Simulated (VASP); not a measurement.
A run of VASP 6.6.1 is set up as follows.

File INCAR:

```
ALGO     = Normal         # electronic algorithm
EDIFF    = 1E-6           # SCF threshold, eV
EDIFFG   = -0.01          # ionic threshold
ENCUT    = 600            # plane-wave cutoff, eV
GGA      = PE             # functional
IBRION   = 2              # ionic algorithm
ISIF     = 3              # what is computed and relaxed
ISMEAR   = -1             # smearing method
LASPH    = True           # aspherical terms in the spheres
LCHARG   = False          # write CHGCAR
LREAL    = False          # projectors in reciprocal space
LWAVE    = False          # write WAVECAR
NELM     = 80             # most SCF steps
NSW      = 80             # ionic steps
PREC     = Accurate       # precision mode
SIGMA    = 0.1            # smearing width, eV
```

The input KPOINTS:

```
k-points
0
Gamma
  15 15 15
```

File POSCAR:

```
Cr
1.0
    0.0000000000      1.8167431579      1.8167431579
    1.8167431579      0.0000000000      1.8167431579
    1.8167431579      1.8167431579      0.0000000000
Cr
1
Direct
    0.0000000000      0.0000000000      0.0000000000
```

Potentials or basis: VASP PAW PBE potentials, release 64 (Cr_pv).

The run is started by

```bash
$ cat potpaw_PBE.64/Cr_pv/POTCAR > POTCAR
$ mpirun -np 1 vasp_std > vasp.out
```

(1) What does it give for the relaxed cell?

(2) Estimate the relaxed volume.

(3) What does it give for the space group after relaxing (to 0.05 Å)?

(4) Predict the band gap on the k mesh.

## Answers

(1) a = 2.561 Å, b = 2.561 Å, c = 2.561 Å, α = 60.00°, β = 60.00°, γ = 60.00°.

(2) 11.88 Å³/atom.

(3) Fm-3m (No. 225).

(4) zero (band 6 reaches 12.82 eV, above the bottom of band 7 at 9.91 eV).

Caveat: the run has no spin polarisation, though such a crystal can be magnetic.
